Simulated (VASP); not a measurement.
Write the native input for VASP 6.6.1 that does the following.

```yaml
Task: relaxation of cell and atoms
Functional: LDA
Potentials_or_basis: VASP PAW LDA potentials, release 64 (Co, H)
Cutoff: 600 eV
k_mesh: 10 × 10 × 10
Occupations: fermi-dirac, width 0.1 eV
Spin: collinear spin, ferromagnetic start
Starting_moments: "[2.5, 0.0] μB"
Dipole_correction: no
Further_INCAR_settings: ALGO = Normal; EDIFF = 1e-07; IBRION = 2; EDIFFG = -0.02; NSW = 60; ISIF = 3
```

The structure of CoH lies in POSCAR:

```
CoH
1.0
    2.2700000000      0.0000000000      0.0000000000
    0.0000000000      2.2700000000      0.0000000000
    0.0000000000      0.0000000000      2.2700000000
Co H
1 1
Direct
    0.0000000000      0.0000000000      0.0000000000
    0.5000000000      0.5000000000      0.5000000000
```

These files were run (other wordings do the same):

INCAR

```
ALGO = Normal
EDIFF = 1E-7
EDIFFG = -0.02
ENCUT = 600
IBRION = 2
ISIF = 3
ISMEAR = -1
ISPIN = 2
LASPH = T
LCHARG = F
LMAXMIX = 4
LORBIT = 11
LREAL = F
LWAVE = F
MAGMOM = 2.5 0
NELM = 150
NSW = 60
PREC = Accurate
SIGMA = 0.1
```

KPOINTS

```
k-points
0
Gamma
  10 10 10
```

Potentials or basis: VASP PAW LDA potentials, release 64 (Co, H).

The run is started by

```sh
$ cat potpaw_LDA.64/Co/POTCAR potpaw_LDA.64/H/POTCAR > POTCAR
$ mpirun -np 1 vasp_std > vasp.out
```

Results of the run:

```json
{"Relaxed volume": "6.37 Å³/atom", "Relaxed cell": "a = 2.336 Å, b = 2.336 Å, c = 2.336 Å, α = 90.00°, β = 90.00°, γ = 90.00°", "Space group after relaxing (to 0.1 Å)": "Pm-3m (No. 221)", "Energy gained by relaxing": "34.2 meV/atom", "Ionic steps": "3", "Pressure after relaxing": "0.0 GPa", "Net moment": "1.01 μB per cell", "Site moments": "Co +1.01; H -0.01 μB", "Valence electrons inside the program's atomic spheres": "Co 8.48; H 0.46"}
```

It took 21 s on 1 thread of Intel(R) Xeon(R) Platinum 8488C (Sapphire Rapids), on a shared host, peak memory 0.13 GiB.
